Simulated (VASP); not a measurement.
## Al: single point with HSE06

Crystal: Al.

```
CELL_PARAMETERS angstrom
0.00000 2.00664 2.00664
2.00664 0.00000 2.00664
2.00664 2.00664 0.00000
ATOMIC_POSITIONS crystal
Al 0.00000 0.00000 0.00000
```

```
Program                            : VASP 6.6.1
Task                               : single point
Functional                         : HSE06
Potentials or basis                : VASP PAW PBE potentials, release 64 (Al)
Cutoff                             : 520 eV
k mesh                             : 10 × 10 × 10
Occupations                        : gaussian, width 0.05 eV
Spin                               : no spin polarisation
Dipole correction                  : no
Grid for exact exchange (PRECFOCK) : Normal
Further INCAR settings             : ALGO = Normal; EDIFF = 1e-07; NBANDS = 8
Share of exact exchange            : 0.25
Screening parameter                : 0.2079 1/Å
```

The pressure is 0.1 GPa and the band gap on the k mesh is zero (an odd number of electrons rules out a gap without spin polarisation).

Levels at points of the mesh, in eV from the Fermi level:
```tsv
k point	band 1	band 2	band 3	band 4
(0.00, 0.00, 0.00)	-13.00	13.68	13.68	13.68
(0.50, 0.00, 0.00)	-5.52	-5.17	12.42	12.42
(0.50, 0.50, 0.00)	-3.62	-1.88	5.70	6.19
```

Run time: 14 min on 1 thread of Intel(R) Xeon(R) Platinum 8375C CPU @ 2.90GHz (Ice Lake) (shared host), peak memory 0.25 GiB.

Caveat: the PAW data sets were made with another functional, which shifts forces and pressure a little.
